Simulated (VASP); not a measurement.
# Sr2ReIrO6 (I4/m) in VASP: single point with PBE

Aim: the single point of Sr2ReIrO6 with PBE.

Program: VASP 6.6.1. These are calculated values, not measurements. Logs are shortened: lines on timing, memory, paths and dates and some standing lists are left out, and cuts for length are marked.

## 1. The cell of the first run

It takes space group I4/m (No. 87, tetragonal). Conventional cell: a = 5.667 Å, b = 5.667 Å, c = 8.091 Å, α = 90.00°, β = 90.00°, γ = 90.00°. Within 2.6 Å of Re (site symmetry 4/m) lie 6 O at 1.96 to 1.99 Å. Within 2.8 Å of Ir (site symmetry 4/m) lie 6 O at 2.09 to 2.12 Å. Within 2.6 Å of O (site symmetry m) lie 1 Re at 1.99 Å and 1 Ir at 2.12 Å and 2 Sr at 2.54 Å. O (site symmetry 4) has 1 Re at 1.96 Å and 1 Ir at 2.09 Å within 2.6 Å. Sr (site symmetry -4) has 12 O at 2.54 to 3.19 Å within 3.4 Å.

## 2. Single point, PBE

INCAR

```
PREC = Accurate
ENCUT = 520
EDIFF = 1E-6
ISMEAR = -1
SIGMA = 0.1048
LREAL = False
LASPH = True
NELM = 100
ALGO = Normal
ISIF = 2
LWAVE = False
LCHARG = False
GGA = PE
NBANDS = 47
```

KPOINTS

```
regular mesh
0
Gamma
  5 5 5
```

POSCAR

```
Sr2ReIrO6
1.0
    0.0000000000      5.6667720000      0.0000000000
    5.6667720000      0.0000000000      0.0000000000
    2.8333860000      2.8333860000     -4.0457450000
Re Ir O Sr
1 1 6 2
Direct
    0.5000000000      0.5000000000      0.0000000000
    0.0000000000      0.0000000000      0.0000000000
    0.1997612389      0.3166030342      0.0000000000
    0.3166030342      0.8002387611      0.0000000000
    0.8002387611      0.6833969658      0.0000000000
    0.6833969658      0.1997612389      0.0000000000
    0.2577210062      0.2577210062      0.4845579875
    0.7422789938      0.7422789938      0.5154420125
    0.7500000000      0.2500000000      0.5000000000
    0.2500000000      0.7500000000      0.5000000000
```

Potentials or basis: VASP PAW PBE potentials, release 64 (Re, Ir, O, Sr_sv).

Launch:

```console
$ cat potpaw_PBE.64/Re/POTCAR potpaw_PBE.64/Ir/POTCAR potpaw_PBE.64/O/POTCAR potpaw_PBE.64/Sr_sv/POTCAR > POTCAR
$ mpirun -np 1 vasp_std > vasp.out
```

OUTCAR:

```text
PREC = Accurate
   ENCUT = 520
   EDIFF = 1E-6
   ISMEAR = -1
   LREAL = False
   LASPH = True
   NELM = 100
   ISIF = 2
   GGA = PE

 ion  position               nearest neighbor table
   1  0.500  0.500  0.000-   7 1.96   8 1.96   5 1.99   6 1.99   3 1.99   4 1.99  10 3.48   9 3.48
                            10 3.48   9 3.48   9 3.48  10 3.48   9 3.48  10 3.48
   2  0.000  0.000  0.000-   8 2.09   7 2.09   4 2.12   5 2.12   6 2.12   3 2.12   9 3.48  10 3.48
                             9 3.48  10 3.48   9 3.48  10 3.48  10 3.48   9 3.48
   3  0.200  0.317  0.000-   1 1.99   2 2.12   9 2.54  10 2.54   9 3.19  10 3.19
   4  0.317  0.800  0.000-   1 1.99   2 2.12  10 2.54   9 2.54  10 3.19   9 3.19
   5  0.800  0.683  0.000-   1 1.99   2 2.12   9 2.54  10 2.54   9 3.19  10 3.19
   6  0.683  0.200  0.000-   1 1.99   2 2.12  10 2.54   9 2.54  10 3.19   9 3.19
   7  0.258  0.258  0.485-   1 1.96   2 2.09  10 2.83   9 2.83   9 2.83  10 2.83
   8  0.742  0.742  0.515-   1 1.96   2 2.09  10 2.83   9 2.83  10 2.83   9 2.83
   9  0.750  0.250  0.500-   4 2.54   6 2.54   3 2.54   5 2.54   7 2.83   8 2.83   8 2.83   7 2.83
                             6 3.19   5 3.19   4 3.19   3 3.19   2 3.48   1 3.48   2 3.48   1 3.48
  10  0.250  0.750  0.500-   3 2.54   5 2.54   4 2.54   6 2.54   7 2.83   8 2.83   8 2.83   7 2.83
                             3 3.19   5 3.19   4 3.19   6 3.19   2 3.48   1 3.48   2 3.48   1 3.48

  LATTYP: Found a body centered tetragonal cell.
 ALAT       =     5.6667720000
 C/A-ratio  =     1.4278834582

  Lattice vectors:

 A1 = (  -2.8333860000,   2.8333860000,   4.0457450000)
 A2 = (   2.8333860000,  -2.8333860000,   4.0457450000)
 A3 = (   2.8333860000,   2.8333860000,  -4.0457450000)

Analysis of symmetry for initial positions (statically):
=====================================================================
 Subroutine PRICEL returns:
 Original cell was already a primitive cell.

 Routine SETGRP: Setting up the symmetry group for a
 body centered tetragonal supercell.

 Subroutine GETGRP returns: Found  8 space group operations
 (whereof  8 operations were pure point group operations)
 out of a pool of 16 trial point group operations.

The static configuration has the point symmetry C_4h.

Analysis of symmetry for dynamics (positions and initial velocities):
=====================================================================
 Subroutine PRICEL returns:
 Original cell was already a primitive cell.

 Routine SETGRP: Setting up the symmetry group for a
 body centered tetragonal supercell.

 Subroutine GETGRP returns: Found  8 space group operations
 (whereof  8 operations were pure point group operations)
 out of a pool of 16 trial point group operations.

The dynamic configuration has the point symmetry C_4h.

 Subroutine INISYM returns: Found  8 space group operations
 (whereof  8 operations are pure point group operations),
 and found     1 'primitive' translations

----------------------------------------------------------------------------------------

                                     Primitive cell

  volume of cell :     129.9182

  direct lattice vectors                    reciprocal lattice vectors
     0.000000000  5.666772000  0.000000000     0.000000000  0.176467308  0.123586632
     5.666772000  0.000000000  0.000000000     0.176467308  0.000000000  0.123586632
     2.833386000  2.833386000 -4.045745000     0.000000000  0.000000000 -0.247173265

  length of vectors
     5.666772000  5.666772000  5.694225589     0.215439937  0.215439937  0.247173265

  position of ions in fractional coordinates (direct lattice)
     0.500000000  0.500000000  0.000000000
     0.000000000  0.000000000  0.000000000
     0.199761239  0.316603034  0.000000000
     0.316603034  0.800238761  0.000000000
     0.800238761  0.683396966  0.000000000
     0.683396966  0.199761239  0.000000000
     0.257721006  0.257721006  0.484557987
     0.742278994  0.742278994  0.515442013
     0.750000000  0.250000000  0.500000000
     0.250000000  0.750000000  0.500000000

  ion indices of the primitive-cell ions
   primitive index   ion index
                 1           1
                 2           2
                 3           3
                 4           4
                 5           5
                 6           6
                 7           7
                 8           8
                 9           9
                10          10

----------------------------------------------------------------------------------------

 KPOINTS: regular mesh

Automatic generation of k-mesh.
 Grid dimensions read from file:
 generate k-points for:    5    5    5

 Generating k-lattice:

  Cartesian coordinates                     Fractional coordinates (reciprocal lattice)
     0.000000000  0.035293462  0.024717326     0.200000000  0.000000000  0.000000000
     0.035293462  0.000000000  0.024717326     0.000000000  0.200000000  0.000000000
     0.000000000  0.000000000 -0.049434653     0.000000000  0.000000000  0.200000000

  Length of vectors
     0.043087987  0.043087987  0.049434653

  Shift w.r.t. Gamma in fractional coordinates (k-lattice)
     0.000000000  0.000000000  0.000000000

 Subroutine IBZKPT returns following result:
 ===========================================

 Found     21 irreducible k-points:

 Following reciprocal coordinates:
            Coordinates               Weight
  0.000000  0.000000  0.000000      1.000000
  0.200000  0.000000  0.000000      8.000000
  0.400000  0.000000  0.000000      8.000000
  0.200000  0.200000  0.000000      8.000000
  0.400000  0.200000  0.000000      8.000000
 -0.200000 -0.400000 -0.000000      8.000000
[... 13 lines left out ...]
  0.000000  0.000000  0.400000      2.000000
 -0.200000  0.000000  0.400000      4.000000
   k-points           NKPTS =     21   k-points in BZ     NKDIM =     21   number of bands    NBANDS=     47
   number of dos      NEDOS =    301   number of ions     NIONS =     10
   total plane-waves  NPLWV =  74088
   dimension x,y,z NGX =    42 NGY =   42 NGZ =   42
   dimension x,y,z NGXF=    84 NGYF=   84 NGZF=   84
   ions per type =               1   1   6   2
   NGX,Y,Z   is equivalent  to a cutoff of  12.32, 12.32, 12.26 a.u.
   NGXF,Y,Z  is equivalent  to a cutoff of  24.64, 24.64, 24.52 a.u.
 SYSTEM =  unknown system
   PREC   = accura    normal or accurate (medium, high low for compatibility)
   ISTART =      0    job   : 0-new  1-cont  2-samecut
   ICHARG =      2    charge: 1-file 2-atom 10-const
   ISPIN  =      1    spin polarized calculation?
   LNONCOLLINEAR =      F non collinear calculations
   LSORBIT =      F    spin-orbit coupling
   LASPH  =      T    aspherical Exc in radial PAW
   ENCUT  =  520.0 eV  38.22 Ry    6.18 a.u.  10.54 10.54 10.59*2*pi/ulx,y,z
   NELM   =    100;   NELMIN=  2; NELMDL= -5     # of ELM steps
   EDIFF  = 0.1E-05   stopping-criterion for ELM
   LREAL  =      F    real-space projection
   EDIFFG = 0.1E-04   stopping-criterion for IOM
   NSW    =      0    number of steps for IOM
   IBRION =     -1    ionic relax: 0-MD 1-quasi-New 2-CG
   NFREE  =      0    steps in history (QN), initial steepest desc. (CG)
   ISIF   =      2    stress and relaxation
   ISYM   =      2    0-nonsym 1-usesym 2-fastsym
   POTIM  = 0.5000    time-step for ionic-motion
   TEBEG  =    0.0;   TEEND  =   0.0 temperature during run
   PSTRESS=    0.0 pullay stress
   NELECT =      72.0000    total number of electrons
   NUPDOWN=      -1.0000    fix difference up-down
   EMIN   =  10.00;   EMAX   =-10.00  energy-range for DOS
   EFERMI =   0.00;   METHOD = LEGACY
   ISMEAR =    -1;   SIGMA  =   0.10  broadening in eV -4-tet -1-fermi 0-gaus
   EFERMI_NEDOS =   21; number of points for ismear=-14 and -15
   IALGO  =     38    algorithm
   IMIX   =      4    mixing-type and parameters
     AMIX     =   0.40;   BMIX     =  1.00
     AMIX_MAG =   1.60;   BMIX_MAG =  1.00
  volume/ion in A,a.u.               =      12.99        87.67
  Fermi-wavevector in a.u.,A,eV,Ry     =   1.344711  2.541136 24.602708  1.808248
  Thomas-Fermi vector in A             =   2.472683
   LORBIT       =      0    0 simple, 1 ext, 2 COOP (PROOUT), +10 PAW based schemes
   GGA     = PE    functional components
   LHFCALC =     F    Hartree Fock is set to
   AEXX    =    0.0000 exact exchange contribution
   IVDW    =     0    specifies the selected vdW correction
   LEPSILON=     F    determine dielectric tensor
   LRPA    =     F    only Hartree local field effects (RPA)
 non-spin polarized calculation
  energy-cutoff  :      520.00
  volume of cell :      129.92
 maximum number of plane-waves:      3519
 NGX is ok and might be reduce to    42
   NGX = 21   NGY = 21   NGZ = 21

 number of electron      71.9999998 magnetization

 Free energy of the ion-electron system (eV)
  ---------------------------------------------------
  ext. energy  EPLUGINS =         0.00000000
  ---------------------------------------------------
  free energy    TOTEN  =       -72.44629623 eV

  energy without entropy =      -72.21554225  energy(sigma->0) =      -72.33091924

 E-fermi :   5.5429     XC(G=0): -11.1499

 val. band max:        5.5362411607   @ k =   0.4000   0.2000  -0.2000
 cond. band min:       5.5574987442   @ k =  -0.2000   0.4000   0.0000
 fundamental gap:      0.0212575835
 Fermi energy:         5.5429237283

 k-point     1 :       0.0000    0.0000    0.0000
  band No.  band energies     occupation
      1     -29.5129      2.00000
      2     -29.4669      2.00000
      3     -14.7763      2.00000
      4     -14.0501      2.00000
      5     -13.9507      2.00000
      6     -13.7199      2.00000
[... 39 lines left out ...]
     46      10.1281      0.00000
     47      11.1668      0.00000
[... 998 lines left out ...]
     46      11.1867      0.00000
     47      11.7504      0.00000

------------------------ aborting loop because EDIFF is reached ----------------------------------------

  FORCE on cell =-STRESS in cart. coord.  units (eV):
  Direction    XX          YY          ZZ          XY          YZ          ZX
  --------------------------------------------------------------------------------------
  -------------------------------------------------------------------------------------
  Total       -0.9921716     -0.9921716     -3.2727583      0.0000037      0.0000000      0.0000000
  in kB      -12.2356598    -12.2356598    -40.3603131      0.0000457      0.0000000      0.0000000
  external PRESSURE =     -21.6105443 kB  Pullay stress =       0.0000000 kB

 VOLUME and BASIS-vectors are now :
 -----------------------------------------------------------------------------
  energy-cutoff  :      520.00
  volume of cell :      129.92
      direct lattice vectors                 reciprocal lattice vectors
     0.000000000  5.666772000  0.000000000     0.000000000  0.176467308  0.123586632
     5.666772000  0.000000000  0.000000000     0.176467308  0.000000000  0.123586632
     2.833386000  2.833386000 -4.045745000     0.000000000  0.000000000 -0.247173265

 POSITION                                       TOTAL-FORCE (eV/Angst)
 -----------------------------------------------------------------------------------
      2.83339      2.83339      0.00000         0.000000      0.000000      0.000000
      0.00000      0.00000      0.00000         0.000000      0.000000      0.000000
      1.79412      1.13200      0.00000        -0.105153     -0.154774      0.000000
      4.53477      1.79412      0.00000         0.154774     -0.105153      0.000000
      3.87265      4.53477      0.00000         0.105153      0.154774      0.000000
      1.13200      3.87265      0.00000        -0.154774      0.105153      0.000000
      2.83339      2.83339     -1.96040         0.000000      0.000000     -0.243538
      5.66677      5.66677     -2.08535        -0.000000     -0.000000      0.243538
      2.83339      5.66677     -2.02287        -0.000000      0.000000      0.000000
      5.66677      2.83339     -2.02287        -0.000000      0.000000      0.000000
 -----------------------------------------------------------------------------------
    total drift:                                0.000000      0.000000     -0.000000

  FREE ENERGIE OF THE ION-ELECTRON SYSTEM (eV)
  ---------------------------------------------------
  free  energy   TOTEN  =       -72.4462962305 eV

  energy  without entropy=      -72.2155422497  energy(sigma->0) =      -72.33091924
```

It took 3.7 min on 1 thread of AMD EPYC 7R43 (Zen 3), shared host; peak memory 0.29 GiB.

Results:

```
Free energy            : -72.4463 eV
Pressure               : -2.2 GPa
Largest force          : 0.244 eV/Å
Band gap on the k mesh : zero (band 36 reaches 5.71 eV, above the bottom of band 37 at 5.50 eV)
```

Forces in eV/Å, atoms in the order of the input:
```
Re   0.000  0.000  0.000
Ir   0.000  0.000  0.000
O   -0.105 -0.155  0.000
O    0.155 -0.105  0.000
O    0.105  0.155  0.000
O   -0.155  0.105  0.000
O    0.000  0.000 -0.244
O    0.000  0.000  0.244
Sr   0.000  0.000  0.000
Sr   0.000  0.000  0.000
```

Stress tensor (GPa, compression positive):
```
-1.22  0.00  0.00
 0.00 -1.22  0.00
 0.00  0.00 -4.04
```

Caveat: spin-orbit coupling is left out, which moves the levels of the heavy elements.
